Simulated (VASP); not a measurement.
# W: single point with PBEsol

W:

```xyz
2
Lattice="3.2174 0.0000 0.0000 0.0000 3.2174 0.0000 0.0000 0.0000 3.1060" Properties=species:S:1:pos:R:3 pbc="T T T"
W     0.0000    0.0000    0.0000
W     1.6087    1.6087    1.5530
```

This cell differs from its parent crystal: biaxial strain in the a-b plane: +2.0 %, then relaxed in part.

```yaml
Program: VASP 6.6.1
Task: single point
Functional: PBEsol
Potentials_or_basis: VASP PAW PBE potentials, release 64 (W_sv)
Cutoff: 520 eV
k_mesh: 16 × 16 × 16
Occupations: gaussian, width 0.1 eV
Spin: no spin polarisation
Dipole_correction: no
Further_INCAR_settings: ALGO = Fast; EDIFF = 1e-06; NBANDS = 21
```

```json
{
 "Pressure": "-6.7 GPa",
 "Band gap on the k mesh": "zero (band 14 reaches 11.82 eV, above the bottom of band 15 at 10.36 eV)"
}
```

Stress tensor (GPa, compression positive):
```
-10.35   0.00   0.00
  0.00 -10.35   0.00
  0.00   0.00   0.60
```

Levels at points of the mesh, in eV from the Fermi level:
```csv
k point,band 11,band 12,band 13,band 14,band 15,band 16,band 17,band 18
"(0.00, 0.00, 0.00)",-5.70,-1.52,-1.05,-1.05,1.86,2.50,5.02,5.02
"(0.50, 0.00, 0.00)",-2.82,-2.82,-0.61,-0.61,-0.26,-0.26,1.42,1.42
"(0.50, 0.50, 0.00)",-3.18,-3.18,0.46,0.46,1.67,1.67,2.84,2.84
"(0.00, 0.00, 0.50)",-2.68,-2.68,-0.72,-0.72,-0.72,-0.72,1.19,1.19
"(0.50, 0.00, 0.50)",-3.66,-3.66,0.74,0.74,2.18,2.18,3.27,3.27
"(0.50, 0.50, 0.50)",-3.01,-3.01,-2.79,-2.79,3.04,3.04,3.33,3.33
```

Wall time 54 s on 1 thread of Intel(R) Xeon(R) 6975P-C (Granite Rapids) (shared host), peak memory 0.31 GiB.

Caveat: the cell differs from its parent crystal (biaxial strain in the a-b plane: +2.0 %, then relaxed in part); the PAW data sets were made with another functional, which shifts forces and pressure a little; spin-orbit coupling is left out, which moves the levels of the heavy elements.
